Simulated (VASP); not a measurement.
# LiSc12 (a cell with a defect) in VASP: notebook

The runs below take LiSc12 (a cell with a defect) through single point, with PBE.

Everything below comes from runs of VASP 6.6.1. Logs are shortened: lines on timing, memory, paths and dates and some standing lists are left out, and cuts for length are marked.

## (1) The cell of the first run

The cell holds a defect, 13 atoms: a = 6.620 Å, b = 9.930 Å, c = 5.276 Å, α = 90.00°, β = 90.00°, γ = 120.00°.

## (2) Single point, PBE

Input file INCAR:

```
SYSTEM = LiSc12
PREC = Accurate
ENCUT = 520
EDIFF = 1E-7
ISMEAR = -1
SIGMA = 0.15
LREAL = .FALSE.
LASPH = .TRUE.
NELM = 100
ALGO = Normal
ISIF = 2
LWAVE = .FALSE.
LCHARG = .FALSE.
GGA = PE
NBANDS = 80
```

Input file KPOINTS:

```
regular mesh
0
G
  3 2 3
  0 0 0
```

Input file POSCAR:

```
LiSc12
1.0
    6.6200000000      0.0000000000      0.0000000000
   -4.9650000000      8.5996320000      0.0000000000
    0.0000000000      0.0000000000      5.2761400000
Sc Li
12 1
Direct
    0.0107820026     -0.0069065746      0.0049217799
    0.1660464270      0.2026173911      0.5091447536
    0.0217035599      0.3301688956      0.0108283707
    0.1839221866      0.5595870847      0.5226866611
    0.0102662019      0.6547913911      0.0249568814
    0.2384673874      0.9124552074      0.4813016713
    0.5203506180     -0.0037544630     -0.0155676309
    0.6915212069      0.2199239456      0.4974993082
    0.5029948811      0.3139230842     -0.0006294374
    0.6283598678      0.4951785146      0.4942048543
    0.5067375664      0.6573695246      0.0196763164
    0.6659583166      0.9062966880      0.4814493171
   -0.1567305129      0.7587637471      0.5907930798
```

Potentials or basis: VASP PAW PBE potentials, release 64 (Sc_sv, Li_sv).

Launch:

```console
$ cat potpaw_PBE.64/Sc_sv/POTCAR potpaw_PBE.64/Li_sv/POTCAR > POTCAR
$ mpirun -np 1 vasp_std > vasp.out
```

OUTCAR:

```text
SYSTEM = LiSc12
   PREC = Accurate
   ENCUT = 520
   EDIFF = 1E-7
   ISMEAR = -1
   LREAL = .FALSE.
   LASPH = .TRUE.
   NELM = 100
   ISIF = 2
   GGA = PE

 ion  position               nearest neighbor table
   1  0.011  0.993  0.005-  13 2.97   2 3.18  12 3.21   2 3.21   9 3.22   6 3.23   7 3.26   3 3.31
                            11 3.34   5 3.36   7 3.36  12 3.41   6 3.43
   2  0.166  0.203  0.509-  10 2.99  12 3.15   6 3.15   1 3.18   1 3.21   9 3.23   8 3.23   3 3.26
                             3 3.28   9 3.31   8 3.40
   3  0.022  0.330  0.011-   8 3.19  11 3.23   4 3.24   2 3.26   5 3.26   9 3.27   2 3.28   8 3.30
                             1 3.31   7 3.32   4 3.35   9 3.36
   4  0.184  0.560  0.523-   5 3.19  11 3.21   5 3.21  11 3.24   3 3.24  10 3.31   8 3.32  12 3.33
                             3 3.35   6 3.35  10 3.41
   5  0.010  0.655  0.025-  13 2.95   4 3.19   4 3.21   3 3.26  11 3.27   6 3.28  10 3.32  11 3.35
                             1 3.36   9 3.37   7 3.39
   6  0.238  0.912  0.481-  13 2.35  12 2.86   8 3.03   7 3.08   7 3.11   2 3.15   1 3.23   5 3.28
                             4 3.35   1 3.43
   7  0.520  0.996  0.984-  12 3.08   6 3.08  12 3.10   6 3.11   8 3.21   9 3.21   1 3.26   3 3.32
                             8 3.32  11 3.33   1 3.36   5 3.39
   8  0.692  0.220  0.497-  10 2.96   6 3.03  12 3.03   3 3.19   7 3.21   2 3.23   9 3.24   9 3.26
                             3 3.30   4 3.32   7 3.32   2 3.40
   9  0.503  0.314  0.999-  10 3.04  10 3.09   7 3.21   1 3.22   2 3.23   8 3.24   8 3.26   3 3.27
                             2 3.31   3 3.36   5 3.37  11 3.40
  10  0.628  0.495  0.494-  13 2.33   8 2.96   2 2.99   9 3.04   9 3.09  11 3.29   4 3.31   5 3.32
                             4 3.41
  11  0.507  0.657  0.020-  13 2.98   4 3.21   3 3.23   4 3.24  12 3.25   5 3.27  10 3.29   7 3.33
                             1 3.34   5 3.35   9 3.40
  12  0.666  0.906  0.481-  13 2.36   6 2.86   8 3.03   7 3.08   7 3.10   2 3.15   1 3.21  11 3.25
                             4 3.33   1 3.41
  13  0.843  0.759  0.591-  10 2.33   6 2.35  12 2.36   5 2.95   1 2.97  11 2.98

  LATTYP: Found a simple monoclinic cell.
 ALAT       =     6.6200000000
 B/A-ratio  =     0.7970000000
 C/A-ratio  =     1.3228756170
 COS(beta)  =    -0.1889822420

  Lattice vectors:

 A1 = (   6.6200000000,   0.0000000000,   0.0000000000)
 A2 = (   0.0000000000,   0.0000000000,   5.2761400000)
 A3 = (  -1.6550000000,  -8.5996320000,   0.0000000000)

Analysis of symmetry for initial positions (statically):
=====================================================================
 Subroutine PRICEL returns:
 Original cell was already a primitive cell.
[... 158 lines left out ...]
   PSTRESS=    0.0 pullay stress
   NELECT =     135.0000    total number of electrons
   NUPDOWN=      -1.0000    fix difference up-down
   EMIN   =  10.00;   EMAX   =-10.00  energy-range for DOS
   EFERMI =   0.00;   METHOD = LEGACY
   ISMEAR =    -1;   SIGMA  =   0.15  broadening in eV -4-tet -1-fermi 0-gaus
   EFERMI_NEDOS =   21; number of points for ismear=-14 and -15
   IALGO  =     38    algorithm
   IMIX   =      4    mixing-type and parameters
     AMIX     =   0.40;   BMIX     =  1.00
     AMIX_MAG =   1.60;   BMIX_MAG =  1.00
  volume/ion in A,a.u.               =      23.11       155.92
  Fermi-wavevector in a.u.,A,eV,Ry     =   1.254011  2.369737 21.395756  1.572544
  Thomas-Fermi vector in A             =   2.387836
   LORBIT       =      0    0 simple, 1 ext, 2 COOP (PROOUT), +10 PAW based schemes
   GGA     = PE    functional components
[... 5 lines left out ...]
 non-spin polarized calculation
  energy-cutoff  :      520.00
  volume of cell :      300.37
 maximum number of plane-waves:      8103
 NGX is ok and might be reduce to    50
   NGX = 25   NGY = 37   NGZ = 19

 number of electron     134.9999998 magnetization

 Free energy of the ion-electron system (eV)
  ---------------------------------------------------
  ext. energy  EPLUGINS =         0.00000000
  ---------------------------------------------------
  free energy    TOTEN  =       -75.84948116 eV

  energy without entropy =      -74.30421955  energy(sigma->0) =      -75.07685036

 E-fermi :   3.7432     XC(G=0):  -9.9099

 val. band max:        3.7421830230   @ k =   0.0000   0.0000   0.3333
 cond. band min:       3.7477045766   @ k =   0.0000   0.5000   0.3333
 fundamental gap:      0.0055215536
 Fermi energy:         3.7432431543

 k-point     1 :       0.0000    0.0000    0.0000
  band No.  band energies     occupation
      1     -45.7456      2.00000
      2     -45.7032      2.00000
      3     -45.6850      2.00000
      4     -45.6482      2.00000
      5     -45.6349      2.00000
      6     -45.5558      2.00000
[... 809 lines left out ...]
     78       4.7716      0.00210
     79       4.8242      0.00148
 [bands above 79 left out]

------------------------ aborting loop because EDIFF is reached ----------------------------------------

  FORCE on cell =-STRESS in cart. coord.  units (eV):
  Direction    XX          YY          ZZ          XY          YZ          ZX
  --------------------------------------------------------------------------------------
  -------------------------------------------------------------------------------------
  Total        6.8603757      7.5637771      0.4278086      0.0700848     -0.1735508      0.0317088
  in kB       36.5935306     40.3455034      2.2819487      0.3738351     -0.9257273      0.1691361
  external PRESSURE =      26.4069943 kB  Pullay stress =       0.0000000 kB

 VOLUME and BASIS-vectors are now :
 -----------------------------------------------------------------------------
  energy-cutoff  :      520.00
  volume of cell :      300.37
      direct lattice vectors                 reciprocal lattice vectors
     6.620000000  0.000000000  0.000000000     0.151057402  0.087213034  0.000000000
    -4.965000000  8.599632000  0.000000000     0.000000000  0.116284046  0.000000000
     0.000000000  0.000000000  5.276140000     0.000000000  0.000000000  0.189532499

 POSITION                                       TOTAL-FORCE (eV/Angst)
 -----------------------------------------------------------------------------------
     -4.85933      8.54024      0.02597         0.002629     -0.000493     -0.002422
      0.09323      1.74244      2.68632         0.008635     -0.000651      0.000321
     -1.49561      2.83933      0.05713         0.003238      0.002034      0.003193
     -1.56079      4.81224      2.75777         0.000245     -0.011510      0.008141
     -3.18308      5.63097      0.13168        -0.011721     -0.002767     -0.000298
     -2.95169      7.84678      2.53942        -0.011995     -0.001755      0.002286
     -1.50164      8.56734      5.19400        -0.002971      0.003109     -0.000969
      3.48595      1.89127      2.62488        -0.005327     -0.004136     -0.002242
      1.77120      2.69962      5.27282         0.004982      0.002631      0.000364
      1.70118      4.25835      2.60749         0.001368      0.017060     -0.002702
      0.09076      5.65314      0.10382         0.004041      0.001552     -0.001897
     -0.09112      7.79382      2.54019         0.003364     -0.003122     -0.000198
      1.81518      6.52509      3.11711         0.003511     -0.001952     -0.003578
 -----------------------------------------------------------------------------------
    total drift:                               -0.000341     -0.000410      0.001089

  FREE ENERGIE OF THE ION-ELECTRON SYSTEM (eV)
  ---------------------------------------------------
  free  energy   TOTEN  =       -75.8494811608 eV

  energy  without entropy=      -74.3042195533  energy(sigma->0) =      -75.07685036
```

stdout:

```text
POSCAR found type information on POSCAR ScLi
 POSCAR found :  2 types and      13 ions
 scaLAPACK will be used
 LDA part: xc-table for (Slater+PW92), standard interpolation
 -----------------------------------------------------------------------------
|                                                                             |
|           W    W    AA    RRRRR   N    N  II  N    N   GGGG   !!!           |
|           W    W   A  A   R    R  NN   N  II  NN   N  G    G  !!!           |
|           W    W  A    A  R    R  N N  N  II  N N  N  G       !!!           |
|           W WW W  AAAAAA  RRRRR   N  N N  II  N  N N  G  GGG   !            |
|           WW  WW  A    A  R   R   N   NN  II  N   NN  G    G                |
|           W    W  A    A  R    R  N    N  II  N    N   GGGG   !!!           |
|                                                                             |
|     Your reciprocal lattice and k-lattice belong to different lattice       |
|     classes:                                                                |
|                                                                             |
|        The reciprocal lattice is simple monoclinic,                         |
|        whereas your k-lattice is hexagonal.                                 |
|                                                                             |
|     Results are often still useful ...                                      |
|                                                                             |
 -----------------------------------------------------------------------------

 POSCAR, INCAR and KPOINTS ok, starting setup
 FFT: planning ... GRIDC
 FFT: planning ... GRID_SOFT
 FFT: planning ... GRID
 WAVECAR not read
 entering main loop
```

Wall time 19 min (1 thread of AMD EPYC 7R13 (Zen 3), shared host); peak memory 0.45 GiB.

Results:

| Property | Result |
| --- | --- |
| Free energy | -75.8495 eV |
| Largest force | 0.017 eV/Å |
| Band gap on the k mesh | zero (an odd number of electrons rules out a gap without spin polarisation) |

Forces on the atoms (eV/Å):
```
Sc   0.003  0.000 -0.002
Sc   0.009 -0.001  0.000
Sc   0.003  0.002  0.003
Sc   0.000 -0.012  0.008
Sc  -0.012 -0.003  0.000
Sc  -0.012 -0.002  0.002
Sc  -0.003  0.003 -0.001
Sc  -0.005 -0.004 -0.002
Sc   0.005  0.003  0.000
Sc   0.001  0.017 -0.003
Sc   0.004  0.002 -0.002
Sc   0.003 -0.003  0.000
Li   0.004 -0.002 -0.004
```

Levels at points of the mesh, in eV from the Fermi level:
```csv
k point,band 65,band 66,band 67,band 68,band 69,band 70
"(0.00, 0.00, 0.00)",-0.45,-0.44,-0.27,-0.23,-0.21,0.02
"(0.00, 0.50, 0.00)",-0.45,-0.30,-0.28,-0.21,-0.19,-0.07
```

Caveat: the k points lie up to 0.40 Å⁻¹ apart, too coarse for converged energies and pressures of a metal; the cutoff is under 1.25 times the usual one of these potentials, so pressure, stress and relaxed cells hold a basis-set (Pulay) error.

## (3) Single point, PBE

Input file INCAR:

```
  ALGO = Normal
  EDIFF = 1E-7
  ENCUT = 520
  GGA = PE
  ISIF = 2
  ISMEAR = -1
  LASPH = True
  LCHARG = False
  LREAL = False
  LWAVE = False
  NBANDS = 80
  NELM = 100
  PREC = Accurate
  SIGMA = 0.15
```

Input file KPOINTS:

```
k-points
0
Gamma
  3 2 3
```

Input file POSCAR:

```
LiSc12
1.0
    6.6200000000      0.0000000000      0.0000000000
   -4.9650000000      8.5996320000      0.0000000000
    0.0000000000      0.0000000000      5.2761400000
Sc Li
12 1
Direct
    0.0096666685     -0.0091187623      0.0029426816
    0.1654021097      0.2014878079      0.5060093174
    0.0231172030      0.3308624136      0.0074294844
    0.1828954275      0.5595056858      0.5151248830
    0.0095823893      0.6558296913      0.0169504600
    0.2411187344      0.9137411926      0.4873483266
    0.5227434365     -0.0020174119     -0.0097861315
    0.6929433011      0.2204144317      0.4983838564
    0.5026426012      0.3128300141     -0.0006663963
    0.6253620933      0.4937762453      0.4950043024
    0.5081881450      0.6586005076      0.0122695759
    0.6651950609      0.9063744821      0.4876779236
   -0.1559590134      0.7582455854      0.5609100592
```

Potentials or basis: VASP PAW PBE potentials, release 64 (Sc_sv, Li_sv).

Launch:

```console
$ cat potpaw_PBE.64/Sc_sv/POTCAR potpaw_PBE.64/Li_sv/POTCAR > POTCAR
$ mpirun -np 1 vasp_std > vasp.out
```

It took 16 min on 1 thread of AMD EPYC 7R13 (Zen 3), shared host; peak memory 0.45 GiB.

Results (log left out):

```
Free energy            : -75.8470 eV
Largest force          : 0.019 eV/Å
Band gap on the k mesh : zero (an odd number of electrons rules out a gap without spin polarisation)
```

Forces in eV/Å, atoms in the order of the input:
```
Sc  -0.003  0.001 -0.001
Sc   0.003  0.001  0.002
Sc   0.001 -0.003  0.001
Sc   0.001  0.001  0.004
Sc  -0.005  0.001 -0.002
Sc   0.002 -0.012 -0.002
Sc  -0.004 -0.001 -0.008
Sc  -0.008  0.005 -0.004
Sc  -0.004  0.001 -0.003
Sc   0.016  0.006  0.000
Sc   0.006  0.002  0.004
Sc   0.002 -0.001 -0.010
Li  -0.006  0.000  0.018
```

Levels at points of the mesh, in eV from the Fermi level:
```
           k point  band 66  band 67  band 68  band 69  band 70  band 71
(0.00, 0.00, 0.00)    -0.44    -0.27    -0.23    -0.21     0.02     0.29
(0.00, 0.50, 0.00)    -0.31    -0.28    -0.20    -0.18    -0.09     0.00
```

Caveat: the k points lie up to 0.40 Å⁻¹ apart, too coarse for converged energies and pressures of a metal; the cutoff is under 1.25 times the usual one of these potentials, so pressure, stress and relaxed cells hold a basis-set (Pulay) error.
